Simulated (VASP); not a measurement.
Set up this calculation in VASP 6.6.1, as the native input.

```
Task                   : single point
Functional             : revPBE
Potentials or basis    : VASP PAW PBE potentials, release 64 (Co)
Cutoff                 : 520 eV
k mesh                 : 21 × 21 × 14
Occupations            : fermi-dirac, width 0.1 eV
Spin                   : no spin polarisation
Dipole correction      : no
Further INCAR settings : ALGO = Normal; EDIFF = 1e-06; NBANDS = 16
```

The structure of Co lies in POSCAR:

```
Co
1.0
   -2.8876273355      2.5130591591      1.2193678869
    2.5130591591     -2.8876273355      1.2193678869
    2.1097185550      2.1097185550     -1.9053901881
Co
2
Direct
    0.9886644562      0.0113355438      1.0000000000
    0.7613355438      0.2386644562      0.5000000000
```

One way to write it, as run:

INCAR

```
PREC = Accurate ; ENCUT = 520
EDIFF = 1E-6 ; ISMEAR = -1
SIGMA = 0.1 ; LREAL = F
LASPH = T ; NELM = 100
ALGO = Normal ; ISIF = 2
LWAVE = F ; LCHARG = F
GGA = RE ; NBANDS = 16
```

KPOINTS

```
Automatic mesh
0
Gamma
  21 21 14
```

Potentials or basis: VASP PAW PBE potentials, release 64 (Co).

Launch:

```console
$ cat potpaw_PBE.64/Co/POTCAR > POTCAR
$ mpirun -np 1 vasp_std > vasp.out
```

Results of the run:

```yaml
Pressure: -13.9 GPa
Largest_force: 0.147 eV/Å
Band_gap_on_the_k_mesh: zero (bands 9 and 10 overlap by 1.08 eV)
```

Caveat: the cell stands under tension; the PAW data sets were made with another functional, which shifts forces and pressure a little; the run has no spin polarisation, though such a crystal can be magnetic.

Wall time 5.9 min on 1 thread of Intel(R) Xeon(R) 6975P-C (Granite Rapids), with other jobs on the host, peak memory 0.62 GiB.
